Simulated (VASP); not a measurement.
# ScGa2N3 (Immm) in VASP: single point with PBE

Aim: the single point of ScGa2N3 with PBE.

Program: VASP 6.6.1. These are calculated values, not measurements. Logs are shortened: lines on timing, memory, paths and dates and some standing lists are left out, and cuts for length are marked.

**1. The cell of the first run**

The structure is orthorhombic, space group Immm (No. 71). Conventional cell: a = 3.070 Å, b = 4.464 Å, c = 9.100 Å, α = 90.00°, β = 90.00°, γ = 90.00°. Sc (site symmetry mmm) has 6 N at 2.21 to 2.23 Å and 10 Ga at 3.02 to 3.11 Å and 2 Sc at 3.07 Å within 3.2 Å. Within 2.8 Å of Ga (site symmetry mm2) lie 6 N at 2.09 to 2.23 Å. N (site symmetry mm2) has 4 Ga at 2.09 to 2.23 Å and 2 Sc at 2.21 Å within 2.8 Å. N (site symmetry mmm) has 4 Ga at 2.17 Å and 2 Sc at 2.23 Å and 12 N at 2.96 to 3.14 Å within 3.2 Å.

**2. Single point, PBE**

INCAR

```
PREC     = Accurate       # precision mode
ENCUT    = 520            # plane-wave cutoff, eV
EDIFF    = 1E-7           # SCF threshold, eV
ISMEAR   = 0              # smearing method
SIGMA    = 0.02           # smearing width, eV
LREAL    = False          # projectors in reciprocal space
LASPH    = True           # aspherical terms in the spheres
NELM     = 100            # most SCF steps
ALGO     = Normal         # electronic algorithm
ISIF     = 2              # what is computed and relaxed
LWAVE    = False          # write WAVECAR
LCHARG   = False          # write CHGCAR
GGA      = PE             # functional
NBANDS   = 35             # bands
```

KPOINTS

```
regular mesh
0
Gamma
  10 10 10
```

POSCAR

```
ScGa2N3
1.0
   -1.5351566007      2.2317787635      4.5497730188
    1.5351566007     -2.2317787635      4.5497730188
    1.5351566007      2.2317787635     -4.5497730188
Sc Ga N
1 2 3
Direct
    0.0000000000      0.0000000000      0.0000000000
    0.6685793040      0.6685793040      0.0000000000
    0.3314206960      0.3314206960      0.0000000000
    0.8252144631      0.3252144631      0.5000000000
    0.1747855369      0.6747855369      0.5000000000
    0.5000000000      0.0000000000      0.5000000000
```

Potentials or basis: VASP PAW PBE potentials, release 64 (Sc_sv, Ga_d, N).

Started as:

```bash
$ cat potpaw_PBE.64/Sc_sv/POTCAR potpaw_PBE.64/Ga_d/POTCAR potpaw_PBE.64/N/POTCAR > POTCAR
$ mpirun -np 1 vasp_std > vasp.out
```

OUTCAR:

```text
PREC = Accurate
   ENCUT = 520
   EDIFF = 1E-7
   ISMEAR = 0
   LREAL = False
   LASPH = True
   NELM = 100
   ISIF = 2
   GGA = PE

 ion  position               nearest neighbor table
   1  0.000  0.000  0.000-   4 2.21   5 2.21   5 2.21   4 2.21   6 2.23   6 2.23   3 3.02   2 3.02
                             3 3.11   2 3.11   2 3.11   3 3.11   2 3.11   3 3.11   2 3.11   3 3.11
   2  0.669  0.669  0.000-   4 2.09   4 2.09   6 2.17   6 2.17   5 2.23   5 2.23   1 3.02   1 3.11
                             1 3.11   1 3.11   1 3.11
   3  0.331  0.331  0.000-   5 2.09   5 2.09   6 2.17   6 2.17   4 2.23   4 2.23   1 3.02   1 3.11
                             1 3.11   1 3.11   1 3.11
   4  0.825  0.325  0.500-   2 2.09   2 2.09   1 2.21   1 2.21   3 2.23   3 2.23
   5  0.175  0.675  0.500-   3 2.09   3 2.09   1 2.21   1 2.21   2 2.23   2 2.23
   6  0.500  0.000  0.500-   2 2.17   3 2.17   2 2.17   3 2.17   1 2.23   1 2.23

  LATTYP: Found a body centered orthorhombic cell.
 ALAT       =     3.0703132014
 B/A-ratio  =     1.4537792187
 C/A-ratio  =     2.9637191520

  Lattice vectors:

 A1 = (  -1.5351566007,   2.2317787635,   4.5497730188)
 A2 = (   1.5351566007,  -2.2317787635,   4.5497730188)
 A3 = (   1.5351566007,   2.2317787635,  -4.5497730188)

Analysis of symmetry for initial positions (statically):
=====================================================================
 Subroutine PRICEL returns:
 Original cell was already a primitive cell.

 Routine SETGRP: Setting up the symmetry group for a
 body centered orthorhombic supercell.

 Subroutine GETGRP returns: Found  8 space group operations
 (whereof  8 operations were pure point group operations)
 out of a pool of  8 trial point group operations.

The static configuration has the point symmetry D_2h.

Analysis of symmetry for dynamics (positions and initial velocities):
=====================================================================
 Subroutine PRICEL returns:
 Original cell was already a primitive cell.

 Routine SETGRP: Setting up the symmetry group for a
 body centered orthorhombic supercell.

 Subroutine GETGRP returns: Found  8 space group operations
 (whereof  8 operations were pure point group operations)
 out of a pool of  8 trial point group operations.

The dynamic configuration has the point symmetry D_2h.

 Subroutine INISYM returns: Found  8 space group operations
 (whereof  8 operations are pure point group operations),
 and found     1 'primitive' translations

----------------------------------------------------------------------------------------

                                     Primitive cell

  volume of cell :      62.3525

  direct lattice vectors                    reciprocal lattice vectors
    -1.535156601  2.231778763  4.549773019     0.000000000  0.224036543  0.109895592
     1.535156601 -2.231778763  4.549773019     0.325699671  0.000000000  0.109895592
     1.535156601  2.231778763 -4.549773019     0.325699671  0.224036543  0.000000000

  length of vectors
     5.295089873  5.295089873  5.295089873     0.249538402  0.343740188  0.395313355

  position of ions in fractional coordinates (direct lattice)
     0.000000000  0.000000000  0.000000000
     0.668579304  0.668579304  0.000000000
     0.331420696  0.331420696  0.000000000
     0.825214463  0.325214463  0.500000000
     0.174785537  0.674785537  0.500000000
     0.500000000  0.000000000  0.500000000

  ion indices of the primitive-cell ions
   primitive index   ion index
                 1           1
                 2           2
                 3           3
                 4           4
                 5           5
                 6           6

----------------------------------------------------------------------------------------

 KPOINTS: regular mesh

Automatic generation of k-mesh.
 Grid dimensions read from file:
 generate k-points for:   10   10   10

 Generating k-lattice:

  Cartesian coordinates                     Fractional coordinates (reciprocal lattice)
     0.000000000  0.022403654  0.010989559     0.100000000  0.000000000  0.000000000
     0.032569967  0.000000000  0.010989559     0.000000000  0.100000000 -0.000000000
     0.032569967  0.022403654  0.000000000     0.000000000 -0.000000000  0.100000000

  Length of vectors
     0.024953840  0.034374019  0.039531335

  Shift w.r.t. Gamma in fractional coordinates (k-lattice)
     0.000000000  0.000000000  0.000000000

 Subroutine IBZKPT returns following result:
 ===========================================

 Found    171 irreducible k-points:

 Following reciprocal coordinates:
            Coordinates               Weight
  0.000000  0.000000  0.000000      1.000000
  0.100000  0.000000 -0.000000      4.000000
  0.200000  0.000000 -0.000000      4.000000
  0.300000  0.000000 -0.000000      4.000000
  0.400000  0.000000 -0.000000      4.000000
  0.500000  0.000000 -0.000000      2.000000
[... 16 lines left out ...]
 -0.400000  0.200000  0.000000      8.000000
 -0.300000  0.200000  0.000000      8.000000
 [... further k-points ...]
   k-points           NKPTS =    171   k-points in BZ     NKDIM =    171   number of bands    NBANDS=     35
   number of dos      NEDOS =    301   number of ions     NIONS =      6
   total plane-waves  NPLWV =  64000
   dimension x,y,z NGX =    40 NGY =   40 NGZ =   40
   dimension x,y,z NGXF=    80 NGYF=   80 NGZF=   80
   ions per type =               1   2   3
   NGX,Y,Z   is equivalent  to a cutoff of  12.56, 12.56, 12.56 a.u.
   NGXF,Y,Z  is equivalent  to a cutoff of  25.12, 25.12, 25.12 a.u.
 SYSTEM =  unknown system
   PREC   = accura    normal or accurate (medium, high low for compatibility)
   ISTART =      0    job   : 0-new  1-cont  2-samecut
   ICHARG =      2    charge: 1-file 2-atom 10-const
   ISPIN  =      1    spin polarized calculation?
   LNONCOLLINEAR =      F non collinear calculations
   LSORBIT =      F    spin-orbit coupling
   LASPH  =      T    aspherical Exc in radial PAW
   ENCUT  =  520.0 eV  38.22 Ry    6.18 a.u.   9.85  9.85  9.85*2*pi/ulx,y,z
   NELM   =    100;   NELMIN=  2; NELMDL= -5     # of ELM steps
   EDIFF  = 0.1E-06   stopping-criterion for ELM
   LREAL  =      F    real-space projection
   EDIFFG = 0.1E-05   stopping-criterion for IOM
   NSW    =      0    number of steps for IOM
   IBRION =     -1    ionic relax: 0-MD 1-quasi-New 2-CG
   NFREE  =      0    steps in history (QN), initial steepest desc. (CG)
   ISIF   =      2    stress and relaxation
   ISYM   =      2    0-nonsym 1-usesym 2-fastsym
   POTIM  = 0.5000    time-step for ionic-motion
   TEBEG  =    0.0;   TEEND  =   0.0 temperature during run
   PSTRESS=    0.0 pullay stress
   NELECT =      52.0000    total number of electrons
   NUPDOWN=      -1.0000    fix difference up-down
   EMIN   =  10.00;   EMAX   =-10.00  energy-range for DOS
   EFERMI =   0.00;   METHOD = LEGACY
   ISMEAR =     0;   SIGMA  =   0.02  broadening in eV -4-tet -1-fermi 0-gaus
   EFERMI_NEDOS =   21; number of points for ismear=-14 and -15
   IALGO  =     38    algorithm
   IMIX   =      4    mixing-type and parameters
     AMIX     =   0.40;   BMIX     =  1.00
     AMIX_MAG =   1.60;   BMIX_MAG =  1.00
  volume/ion in A,a.u.               =      10.39        70.13
  Fermi-wavevector in a.u.,A,eV,Ry     =   1.540960  2.911993 32.307829  2.374558
  Thomas-Fermi vector in A             =   2.646974
   LORBIT       =      0    0 simple, 1 ext, 2 COOP (PROOUT), +10 PAW based schemes
   GGA     = PE    functional components
   LHFCALC =     F    Hartree Fock is set to
   AEXX    =    0.0000 exact exchange contribution
   IVDW    =     0    specifies the selected vdW correction
   LEPSILON=     F    determine dielectric tensor
   LRPA    =     F    only Hartree local field effects (RPA)
 non-spin polarized calculation
 Gauss-broadening in eV      SIGMA  =   0.02
  energy-cutoff  :      520.00
  volume of cell :       62.35
 maximum number of plane-waves:      1704
   NGX = 19   NGY = 19   NGZ = 19

 number of electron      52.0000011 magnetization

 Free energy of the ion-electron system (eV)
  ---------------------------------------------------
  ext. energy  EPLUGINS =         0.00000000
  ---------------------------------------------------
  free energy    TOTEN  =       -40.60876392 eV

  energy without entropy =      -40.60876392  energy(sigma->0) =      -40.60876392

 E-fermi :   6.8046     XC(G=0): -12.4812

 val. band max:        6.7081799388   @ k =   0.5000   0.5000   0.5000
 cond. band min:       8.2437040495   @ k =   0.0000   0.5000   0.0000
 fundamental gap:      1.5355241107
 Fermi energy:         6.8045527890

 k-point     1 :       0.0000    0.0000    0.0000
  band No.  band energies     occupation
      1     -41.6291      2.00000
      2     -20.4113      2.00000
      3     -20.3000      2.00000
      4     -20.1044      2.00000
      5      -9.2636      2.00000
      6      -8.1461      2.00000
[... 27 lines left out ...]
     34      14.5901      0.00000
     35      15.8134      0.00000

 k-point     2 :       0.1000    0.0000   -0.0000
  band No.  band energies     occupation
      1     -41.6291      2.00000
      2     -20.4116      2.00000
      3     -20.3040      2.00000
      4     -20.1043      2.00000
      5      -9.1947      2.00000
      6      -8.1373      2.00000
[... 27 lines left out ...]
     34      14.3543      0.00000
     35      15.5974      0.00000

 k-point     3 :       0.2000    0.0000   -0.0000
  band No.  band energies     occupation
      1     -41.6289      2.00000
      2     -20.4123      2.00000
      3     -20.3145      2.00000
      4     -20.1041      2.00000
      5      -8.9991      2.00000
      6      -8.1134      2.00000
[... 27 lines left out ...]
     34      13.8936      0.00000
     35      15.2169      0.00000
[... 723 lines left out ...]
 k-point    23 :      -0.4000    0.2000    0.0000
  band No.  band energies     occupation
      1     -41.6124      2.00000
      2     -20.3766      2.00000
      3     -20.3186      2.00000
      4     -20.2693      2.00000
      5      -8.1470      2.00000
      6      -7.9169      2.00000
[... 27 lines left out ...]
     34      14.1737      0.00000
     35      14.5697      0.00000

 k-point    24 :      -0.3000    0.2000    0.0000
  band No.  band energies     occupation
      1     -41.6126      2.00000
      2     -20.3758      2.00000
      3     -20.3088      2.00000
      4     -20.2698      2.00000
      5      -8.3561      2.00000
      6      -7.9987      2.00000
[... 27 lines left out ...]
     34      14.4896      0.00000
     35      15.2421      0.00000

 [... further k-points ...]
[... 5 lines left out ...]
  --------------------------------------------------------------------------------------
  -------------------------------------------------------------------------------------
  Total        0.3558128      0.2998125      0.3466214      0.0000000      0.0000000      0.0000000
  in kB        9.1427877      7.7038303      8.9066102      0.0000000      0.0000000      0.0000000
  external PRESSURE =       8.5844094 kB  Pullay stress =       0.0000000 kB

 VOLUME and BASIS-vectors are now :
 -----------------------------------------------------------------------------
  energy-cutoff  :      520.00
  volume of cell :       62.35
      direct lattice vectors                 reciprocal lattice vectors
    -1.535156601  2.231778763  4.549773019     0.000000000  0.224036543  0.109895592
     1.535156601 -2.231778763  4.549773019     0.325699671  0.000000000  0.109895592
     1.535156601  2.231778763 -4.549773019     0.325699671  0.224036543  0.000000000

 POSITION                                       TOTAL-FORCE (eV/Angst)
 -----------------------------------------------------------------------------------
      0.00000      0.00000      0.00000        -0.000000      0.000000      0.000000
      0.00000      0.00000      6.08377        -0.000000      0.000000     -0.000921
      0.00000      0.00000      3.01578        -0.000000     -0.000000      0.000921
     -0.00000      2.23178      2.95930        -0.000000      0.000000     -0.030635
      1.53516      0.00000      1.59047         0.000000     -0.000000      0.030635
      0.00000      2.23178      0.00000        -0.000000      0.000000     -0.000000
 -----------------------------------------------------------------------------------
    total drift:                                0.000000     -0.000000     -0.000000

  FREE ENERGIE OF THE ION-ELECTRON SYSTEM (eV)
  ---------------------------------------------------
  free  energy   TOTEN  =       -40.6087639160 eV

  energy  without entropy=      -40.6087639160  energy(sigma->0) =      -40.60876392
```

Run time: 4.9 min. Hardware: 1 thread of Intel Xeon 6975P-C (Granite Rapids), shared host; peak memory 0.48 GiB.

Results:

* Free energy: -40.6088 eV
* Pressure: 0.9 GPa
* Largest force: 0.031 eV/Å
* Band gap on the k mesh: 1.54 eV (least direct gap 1.55 eV)

Forces in eV/Å, atoms in the order of the input:
```
Sc   0.000  0.000  0.000
Ga   0.000  0.000 -0.001
Ga   0.000  0.000  0.001
N    0.000  0.000 -0.031
N    0.000  0.000  0.031
N    0.000  0.000  0.000
```

Stress tensor (GPa, compression positive):
```
0.91 0.00 0.00
0.00 0.77 0.00
0.00 0.00 0.89
```

Levels at points of the mesh, in eV from the valence-band top:
```tsv
k point	band 24	band 25	band 26	band 27	band 28	band 29
(0.00, 0.00, 0.00)	-0.27	-0.18	-0.01	1.54	3.11	3.92
(0.50, 0.00, 0.00)	-0.87	-0.86	-0.79	2.61	4.03	4.20
(0.00, 0.50, 0.00)	-2.71	-0.95	-0.47	1.54	2.32	3.20
(0.50, 0.50, 0.00)	-1.50	-1.02	-0.72	3.65	4.05	4.45
(0.50, 0.50, 0.50)	-1.47	-0.69	0.00	1.81	2.65	3.90
```

A k mesh can miss the band edges.
